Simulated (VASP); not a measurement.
Crystal: SiC5.

```
Si C
1.0
     4.73844    0.00000    0.00000
    -2.36922    4.10361    0.00000
     0.00000    0.00000    4.07651
Si C
1 5
Direct
  0.00000 0.00000 0.00000
  0.00000 0.66667 0.00000
  0.66667 0.00000 0.00000
  0.33333 0.33333 0.00000
  0.33333 0.66667 0.00000
  0.66667 0.33333 0.00000
```

| Quantity | Value |
| --- | --- |
| Program | VASP 6.6.1 |
| Task | relaxation of cell and atoms |
| Functional | PBE |
| Potentials or basis | VASP PAW PBE potentials, release 64 (Si, C) |
| Cutoff | 600 eV |
| k mesh | 6 × 6 × 4 |
| Occupations | gaussian, width 0.1 eV |
| Spin | no spin polarisation |

At the start: pressure 2.9 GPa; volume 13.21 Å³/atom.

Task: How do energy, volume and symmetry change on relaxing?

Result: Over 10 steps the energy falls by 617.3 meV/atom and the volume is 12.74 Å³/atom (-3.6 %); space group P-62m (No. 189, to 0.05 Å).

The path:
| step | energy change (eV) | largest force (eV/Å) | pressure (GPa) | volume (Å³) |
| --- | --- | --- | --- | --- |
| 1 | 0.0000 | 12.2580 | 2.91 | 79.27 |
| 2 | 1.3077 | 5.4627 | -3.53 | 82.05 |
| 3 | -3.4700 | 0.1454 | -12.03 | 80.28 |
| 4 | -3.4735 | 0.0531 | -11.96 | 80.26 |
| 5 | -2.9465 | 1.6906 | 26.44 | 70.62 |
| 6 | -3.6964 | 0.4102 | -0.89 | 76.71 |
| 7 | -3.6967 | 0.4292 | -0.49 | 76.60 |
| 8 | -3.6967 | 0.4412 | -0.23 | 76.53 |
| 9 | -3.7013 | 0.2657 | 0.57 | 76.40 |
| 10 | -3.7038 | 0.0022 | 0.26 | 76.45 |

Final structure:
```xyz
6
Lattice="4.6483 0.0000 0.0000 -2.3242 4.0255 0.0000 0.0000 0.0000 4.0854" Properties=species:S:1:pos:R:3 pbc="T T T"
Si    0.0000    0.0000    0.0000
C    -1.4415    2.4967    4.0854
C     2.8829    0.0000    4.0854
C     0.8827    1.5289    0.0000
C     0.0000    2.6837    0.0000
C     2.3242    1.3418    0.0000
```

Caveat: the k points lie up to 0.38 Å⁻¹ apart in the final cell.
